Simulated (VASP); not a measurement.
Wanted: the native input for a VASP 6.6.1 run.

* Task: single point
* Functional: PBE
* Potentials or basis: VASP PAW PBE potentials, release 64 (Ni)
* Cutoff: 520 eV
* k mesh: 18 × 18 × 17
* Occupations: fermi-dirac, width 0.1 eV
* Spin: collinear spin, ferromagnetic start
* Starting moments: [1.0] μB
* Dipole correction: no
* Further INCAR settings: ALGO = Normal; EDIFF = 1e-06; NBANDS = 15

The structure of Ni lies in POSCAR:

```
Ni
1.0
    2.1531791627      0.0000000000      0.0000000000
   -1.0765895813      1.8647078538      0.0000000000
    0.0000000000      0.0000000000      2.0671392810
Ni
1
Direct
    0.0000000000      0.0000000000      0.0000000000
```

This cell differs from its parent crystal: volume scaled by 0.7.

One way to write it, as run:

INCAR

```
ALGO = Normal
EDIFF = 1E-6
ENCUT = 520
GGA = PE
ISIF = 2
ISMEAR = -1
ISPIN = 2
LASPH = True
LCHARG = False
LMAXMIX = 4
LORBIT = 11
LREAL = False
LWAVE = False
MAGMOM = 1
NBANDS = 15
NELM = 150
PREC = Accurate
SIGMA = 0.1
```

KPOINTS

```
k-points
0
Gamma
  18 18 17
```

Potentials or basis: VASP PAW PBE potentials, release 64 (Ni).

Run with:

```bash
$ cat potpaw_PBE.64/Ni/POTCAR > POTCAR
$ mpirun -np 1 vasp_std > vasp.out
```

Results of the run:

- Pressure: 134.2 GPa
- Band gap on the k mesh: zero (filled and empty bands overlap)
- Net moment: 0.00 μB per cell

It took 19 s on 1 thread of Intel(R) Xeon(R) 6975P-C (Granite Rapids), on a shared host, peak memory 0.17 GiB.
